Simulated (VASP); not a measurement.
A run of VASP 6.6.1 is set up as follows.

File INCAR:

```
PREC = Accurate ; ENCUT = 500
EDIFF = 1E-7 ; ISMEAR = -1
SIGMA = 0.08 ; LREAL = F
LASPH = T ; NELM = 120
ALGO = Normal ; ISIF = 3
LWAVE = F ; LCHARG = F
GGA = PS ; IBRION = 2
NSW = 32 ; EDIFFG = -0.005
PSTRESS = 1700.0 ; GGA_COMPAT = F
NELMIN = 4
```

Contents of KPOINTS:

```
regular mesh
0
Gamma
  17 17 9
```

File POSCAR:

```
Au
1.0
    2.5522343260      0.0000000000      0.0000000000
   -1.2761171630      2.2102997627      0.0000000000
    0.0000000000      0.0000000000      4.2167334536
Au
2
Direct
    0.3333333333      0.6666666667      0.2500000000
    0.6666666667      0.3333333333      0.7500000000
```

Potentials or basis: VASP PAW PBE potentials, release 64 (Au).

Launch:

```console
$ cat potpaw_PBE.64/Au/POTCAR > POTCAR
$ mpirun -np 1 vasp_std > vasp.out
```

Q: Predict the band gap on the k mesh.

A: Zero (bands 11 and 12 overlap by 8.26 eV).

Q: What does it give for the relaxed volume?

A: 11.90 Å³/atom.

Q: What does it give for the relaxed cell?

A: a = 2.553 Å, b = 2.553 Å, c = 4.218 Å, α = 90.00°, β = 90.00°, γ = 120.00°.

Q: What does it give for the space group after relaxing (to 0.1 Å)?

A: P6_3/mmc (No. 194).

Final structure:
```
Au
1.0
     2.55281    0.00000    0.00000
    -1.27640    2.21080    0.00000
     0.00000    0.00000    4.21777
Au
2
Direct
  0.33333 0.66667 0.25000
  0.66667 0.33333 0.75000
```

Caveat: the cell is relaxed towards a set pressure, so the run minimises the enthalpy, not the energy; the PAW data sets were made with another functional, which shifts forces and pressure a little; spin-orbit coupling is left out, which moves the levels of the heavy elements.
